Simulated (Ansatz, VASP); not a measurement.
# SrTiO3: VASP beside Ansatz

```
Sr Ti O
1.0
    -2.75684    2.75684    3.92342
     2.75684   -2.75684    3.92342
     2.75684    2.75684   -3.92342
Sr Ti O
2 2 6
Direct
  0.75000 0.25000 0.50000
  0.25000 0.75000 0.50000
  0.00000 0.00000 0.00000
  0.50000 0.50000 0.00000
  0.25000 0.25000 0.00000
  0.75000 0.75000 0.00000
  0.72530 0.22530 0.95059
  0.22530 0.27470 0.50000
  0.27470 0.77470 0.04941
  0.77470 0.72530 0.50000
```

Alike in both runs: functional PBE; dispersion D3(BJ); k mesh 8 × 8 × 8; occupations gaussian, width 0.02 eV; no spin polarisation.

Ansatz relaxed the structure, and its values are those at the end. VASP's run is a single point on that final structure, the one shown.

```csv
,VASP,Ansatz
version,VASP 6.6.1,Ansatz 0.2.0
potentials or method,"VASP PAW PBE potentials, release 64 (Sr_sv, Ti_sv, O), cutoff 600 eV","scalar-relativistic, plane waves, PAW"
valence electrons in the cell,80,80
```

|  | VASP | Ansatz | Ansatz less VASP |
| --- | --- | --- | --- |
| gap on the k mesh at the Fermi level (eV) | 1.96 | 1.99 | +0.029 |
| least direct gap on the mesh (eV) | 1.97 | 2.00 | +0.029 |
| pressure (GPa) | 0.5 | 0.0 | -0.46 |
